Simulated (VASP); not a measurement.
# SnSe2 (P-3m1) in VASP: further runs, part 2 of 2

VASP 6.6.1. The steps go on from the part before.

## (3) Single point, r2SCAN (26.96 Å³/atom)

This run uses another cell than the first one, of 26.96 Å³/atom.

POSCAR reads:

```
SnSe2
1.0
    3.8314222878      0.0000000000      0.0000000000
   -1.9157111439      3.3181090338      0.0000000000
    0.0000000000      0.0000000000      6.3613463340
Sn Se
1 2
Direct
    0.0000000000      0.0000000000      0.0000000000
    0.3333333333      0.6666666667      0.2475053819
    0.6666666667      0.3333333333      0.7524946181
```

INCAR.step1 reads:

```
SYSTEM = SnSe2
PREC     = Accurate       ! precision mode
ENCUT    = 520            ! plane-wave cutoff, eV
ISMEAR   = 0              ! smearing method
SIGMA    = 0.02           ! smearing width, eV
LREAL    = .False.        ! projectors in reciprocal space
LASPH    = .True.         ! aspherical terms in the spheres
NELM     = 80             ! most SCF steps
NBANDS   = 20             ! bands
GGA      = PE             ! functional
ALGO     = Normal         ! electronic algorithm
EDIFF    = 1E-4           ! SCF threshold, eV
LWAVE    = .True.         ! write WAVECAR
LCHARG   = .False.        ! write CHGCAR
```

INCAR.step2 reads:

```
SYSTEM = SnSe2
PREC     = Accurate       ! precision mode
ENCUT    = 520            ! plane-wave cutoff, eV
EDIFF    = 1E-6           ! SCF threshold, eV
ISMEAR   = 0              ! smearing method
SIGMA    = 0.02           ! smearing width, eV
LREAL    = .False.        ! projectors in reciprocal space
LASPH    = .True.         ! aspherical terms in the spheres
NELM     = 80             ! most SCF steps
ALGO     = Normal         ! electronic algorithm
ISIF     = 2              ! what is computed and relaxed
LWAVE    = .False.        ! write WAVECAR
LCHARG   = .True.         ! write CHGCAR
METAGGA  = R2SCAN         ! meta-GGA
LMIXTAU  = .True.       
LELF     = .True.         ! ELF
LVHAR    = .True.       
NBANDS   = 20             ! bands
ISTART   = 1
```

KPOINTS reads:

```
Automatic mesh
0
Gamma
  9 9 4
  0 0 0
```

Potentials or basis: VASP PAW PBE potentials, release 64 (Sn_d, Se).

Command:

```
cat potpaw_PBE.64/Sn_d/POTCAR potpaw_PBE.64/Se/POTCAR > POTCAR
cp INCAR.step1 INCAR
mpirun -np 1 vasp_std > vasp.out
cp INCAR.step2 INCAR
mpirun -np 1 vasp_std > vasp.out
```

OUTCAR:

```text
SYSTEM = SnSe2
   PREC = Accurate
   ENCUT = 520
   EDIFF = 1E-6
   ISMEAR = 0
   LREAL = .False.
   LASPH = .True.
   NELM = 80
   ISIF = 2
   METAGGA = R2SCAN
   ISTART = 1

 ion  position               nearest neighbor table
   1  0.000  0.000  0.000-   2 2.72   3 2.72   2 2.72   3 2.72   3 2.72   2 2.72
   2  0.333  0.667  0.248-   1 2.72   1 2.72   1 2.72
   3  0.667  0.333  0.752-   1 2.72   1 2.72   1 2.72

  LATTYP: Found a hexagonal cell.
 ALAT       =     3.8314222878
 C/A-ratio  =     1.6603093724

  Lattice vectors:

 A1 = (   3.8314222878,   0.0000000000,   0.0000000000)
 A2 = (  -1.9157111439,   3.3181090338,   0.0000000000)
 A3 = (   0.0000000000,   0.0000000000,   6.3613463340)

Analysis of symmetry for initial positions (statically):
=====================================================================
 Subroutine PRICEL returns:
 Original cell was already a primitive cell.

 Routine SETGRP: Setting up the symmetry group for a
 hexagonal supercell.

 Subroutine GETGRP returns: Found 12 space group operations
 (whereof 12 operations were pure point group operations)
[... 158 lines left out ...]
 Free energy of the ion-electron system (eV)
  ---------------------------------------------------
  ext. energy  EPLUGINS =         0.00000000
  ---------------------------------------------------
  free energy    TOTEN  =       -54.63492505 eV

  energy without entropy =      -54.63492505  energy(sigma->0) =      -54.63492505

 E-fermi :   3.4824     XC(G=0):  -9.7696

 val. band max:        3.3291565679   @ k =   0.1111  -0.0000   0.2500
 cond. band min:       4.3997309144   @ k =   0.0000   0.4444   0.2500
 fundamental gap:      1.0705743466
 Fermi energy:         3.4824483991

 k-point     1 :       0.0000    0.0000    0.0000
  band No.  band energies     occupation
      1     -18.4865      2.00000
      2     -18.4865      2.00000
      3     -18.4306      2.00000
      4     -18.4233      2.00000
      5     -18.4232      2.00000
      6     -10.8269      2.00000
[... 541 lines left out ...]
     19      11.5477      0.00000
     20      13.1281      0.00000

 [... further k-points ...]
[... 5 lines left out ...]
  --------------------------------------------------------------------------------------
  -------------------------------------------------------------------------------------
  Total        0.2877400      0.2877400      0.2670989     -0.0000000      0.0000000     -0.0000000
  in kB        5.7004757      5.7004757      5.2915500     -0.0000000      0.0000000     -0.0000000
  external PRESSURE =       5.5641671 kB  Pullay stress =       0.0000000 kB

 VOLUME and BASIS-vectors are now :
 -----------------------------------------------------------------------------
  energy-cutoff  :      520.00
  volume of cell :       80.87
      direct lattice vectors                 reciprocal lattice vectors
     3.831422288  0.000000000  0.000000000     0.260999682  0.150688237  0.000000000
    -1.915711144  3.318109034  0.000000000     0.000000000  0.301376474  0.000000000
     0.000000000  0.000000000  6.361346334     0.000000000  0.000000000  0.157199427

 POSITION                                       TOTAL-FORCE (eV/Angst)
 -----------------------------------------------------------------------------------
      0.00000      0.00000      0.00000        -0.000000      0.000000      0.000000
     -0.00000      2.21207      1.57447        -0.000000      0.000000      0.010227
      1.91571      1.10604      4.78688         0.000000     -0.000000     -0.010227
 -----------------------------------------------------------------------------------
    total drift:                               -0.000000     -0.000000      0.000000

  FREE ENERGIE OF THE ION-ELECTRON SYSTEM (eV)
  ---------------------------------------------------
  free  energy   TOTEN  =       -54.6349250513 eV

  energy  without entropy=      -54.6349250513  energy(sigma->0) =      -54.63492505
```

Run time: 98 s. Hardware: 1 thread of Intel Xeon 6975P-C (Granite Rapids), shared host; peak memory 0.23 GiB.

What came out:

```yaml
Free_energy: -54.6349 eV
Pressure: 0.6 GPa
Largest_force: 0.010 eV/Å
Band_gap_on_the_k_mesh: 1.07 eV (least direct gap 1.47 eV)
```

Forces on the atoms (eV/Å):
```
Sn   0.000  0.000  0.000
Se   0.000  0.000  0.010
Se   0.000  0.000 -0.010
```

Levels at points of the mesh, in eV from the valence-band top:
| k point | band 10 | band 11 | band 12 | band 13 | band 14 | band 15 | band 16 | band 17 |
| --- | --- | --- | --- | --- | --- | --- | --- | --- |
| (0.00, 0.00, 0.00) | -0.54 | -0.22 | -0.22 | -0.16 | 1.50 | 3.62 | 5.09 | 5.09 |
| (0.00, 0.00, 0.50) | -0.61 | -0.61 | -0.10 | -0.10 | 2.77 | 3.56 | 4.88 | 4.88 |

Caveat: the PAW data sets were made with another functional, which shifts forces and pressure a little; spin-orbit coupling is left out, which moves the levels of the heavy elements; an odd mesh through Γ misses points on the zone boundary, where band edges can lie.

## (4) Single point, r2SCAN

This run uses another cell than the first one, of 27.79 Å³/atom.

POSCAR reads:

```
SnSe2
1.0
    3.8407286968      0.0000000000      0.0000000000
   -1.9203643484      3.3261686204      0.0000000000
    0.0000000000      0.0000000000      6.5263459053
Sn Se
1 2
Direct
    0.0000000000      0.0000000000      0.0000000000
    0.3333333333      0.6666666667      0.2411469470
    0.6666666667      0.3333333333      0.7588530530
```

INCAR.step1 reads:

```
  PREC = Accurate
  ENCUT = 520
  ISMEAR = 0
  SIGMA = 0.02
  LREAL = F
  LASPH = T
  NELM = 60
  NBANDS = 20
  GGA = PE
  ALGO = Normal
  EDIFF = 1E-4
  LWAVE = T
  LCHARG = F
```

INCAR.step2 reads:

```
  PREC = Accurate
  ENCUT = 520
  EDIFF = 1E-7
  ISMEAR = 0
  SIGMA = 0.02
  LREAL = F
  LASPH = T
  NELM = 60
  ALGO = Normal
  ISIF = 2
  LWAVE = F
  LCHARG = T
  METAGGA = R2SCAN
  LMIXTAU = T
  LELF = T
  LVHAR = T
  NBANDS = 20
  ISTART = 1
```

KPOINTS reads:

```
Automatic mesh
0
Gamma
  9 9 4
```

Potentials or basis: VASP PAW PBE potentials, release 64 (Sn_d, Se).

Command:

```
cat potpaw_PBE.64/Sn_d/POTCAR potpaw_PBE.64/Se/POTCAR > POTCAR
cp INCAR.step1 INCAR
mpirun -np 1 vasp_std > vasp.out
cp INCAR.step2 INCAR
mpirun -np 1 vasp_std > vasp.out
```

OUTCAR:

```text
PREC = Accurate
   ENCUT = 520
   EDIFF = 1E-7
   ISMEAR = 0
   LREAL = F
   LASPH = T
   NELM = 60
   ISIF = 2
   METAGGA = R2SCAN
   ISTART = 1

 ion  position               nearest neighbor table
   1  0.000  0.000  0.000-   2 2.72   3 2.72   2 2.72   3 2.72   3 2.72   2 2.72
   2  0.333  0.667  0.241-   1 2.72   1 2.72   1 2.72
   3  0.667  0.333  0.759-   1 2.72   1 2.72   1 2.72

  LATTYP: Found a hexagonal cell.
 ALAT       =     3.8407286968
 C/A-ratio  =     1.6992467890

  Lattice vectors:
[... 194 lines left out ...]
      4     -18.7211      2.00000
      5     -18.7211      2.00000
      6     -11.0640      2.00000
[... 541 lines left out ...]
     19      11.2705      0.00000
     20      12.6378      0.00000

 [... further k-points ...]
[... 5 lines left out ...]
  --------------------------------------------------------------------------------------
  -------------------------------------------------------------------------------------
  Total        0.0247526      0.0247526      0.0262373     -0.0000000     -0.0000000      0.0000000
  in kB        0.4756681      0.4756681      0.5041985     -0.0000000     -0.0000000      0.0000000
  external PRESSURE =       0.4851782 kB  Pullay stress =       0.0000000 kB

 VOLUME and BASIS-vectors are now :
 -----------------------------------------------------------------------------
  energy-cutoff  :      520.00
  volume of cell :       83.37
      direct lattice vectors                 reciprocal lattice vectors
     3.840728697  0.000000000  0.000000000     0.260367258  0.150323107  0.000000000
    -1.920364348  3.326168620  0.000000000     0.000000000  0.300646213  0.000000000
     0.000000000  0.000000000  6.526345905     0.000000000  0.000000000  0.153225099

 POSITION                                       TOTAL-FORCE (eV/Angst)
 -----------------------------------------------------------------------------------
      0.00000      0.00000      0.00000        -0.000000      0.000000      0.000000
     -0.00000      2.21745      1.57381         0.000000      0.000000      0.012442
      1.92036      1.10872      4.95254        -0.000000     -0.000000     -0.012442
 -----------------------------------------------------------------------------------
    total drift:                                0.000000     -0.000000     -0.000000

  FREE ENERGIE OF THE ION-ELECTRON SYSTEM (eV)
  ---------------------------------------------------
  free  energy   TOTEN  =       -54.6388082443 eV

  energy  without entropy=      -54.6388082443  energy(sigma->0) =      -54.63880824
```

OUTCAR.step1:

```text
PREC = Accurate
   ENCUT = 520
   ISMEAR = 0
   LREAL = F
[... 779 lines left out ...]
      0.00000      0.00000      0.00000         0.000000      0.000000      0.000000
     -0.00000      2.21745      1.57381         0.000000      0.000000      0.284310
      1.92036      1.10872      4.95254        -0.000000      0.000000     -0.284310
 -----------------------------------------------------------------------------------
    total drift:                                0.000000     -0.000000     -0.000000

  FREE ENERGIE OF THE ION-ELECTRON SYSTEM (eV)
  ---------------------------------------------------
  free  energy   TOTEN  =       -11.8523799568 eV

  energy  without entropy=      -11.8523799568  energy(sigma->0) =      -11.85237996
```

It took 2.4 min on 1 thread of Intel Xeon 6975P-C (Granite Rapids), shared host; peak memory 0.25 GiB.

What came out:

```yaml
Free_energy: -54.6388 eV
Pressure: 0.0 GPa
Largest_force: 0.012 eV/Å
Band_gap_on_the_k_mesh: 1.09 eV (least direct gap 1.46 eV)
```

Forces in eV/Å, atoms in the order of the input:
```
Sn   0.000  0.000  0.000
Se   0.000  0.000  0.012
Se   0.000  0.000 -0.012
```

Caveat: the PAW data sets were made with another functional, which shifts forces and pressure a little; spin-orbit coupling is left out, which moves the levels of the heavy elements; an odd mesh through Γ misses points on the zone boundary, where band edges can lie.

## (5) The runs side by side

```tsv
cell	gap on the mesh (eV)	pressure (GPa)	largest force (eV/Å)
a = 3.820, b = 3.820, c = 6.201 Å, angles 90.0, 90.0, 120.0°, 3 atoms, atomic positions A	1.01	1.3	0.01
a = 3.831, b = 3.831, c = 6.361 Å, angles 90.0, 90.0, 120.0°, 3 atoms, atomic positions B	1.07	0.6	0.01
a = 3.841, b = 3.841, c = 6.526 Å, angles 90.0, 90.0, 120.0°, 3 atoms, atomic positions C	1.09	0.0	0.01
```

Alike in all rows: task single point; level r2SCAN; potentials or basis VASP PAW PBE potentials, release 64 (Sn_d, Se); no spin polarisation; k mesh 9 × 9 × 4; cutoff (eV) 520; smearing gaussian 0.02 eV.

Caveats: the PAW data sets were made with another functional, which shifts forces and pressure a little; spin-orbit coupling is left out, which moves the levels of the heavy elements; an odd mesh through Γ misses points on the zone boundary, where band edges can lie.

Absolute energies hang on the potentials; compare differences alone.
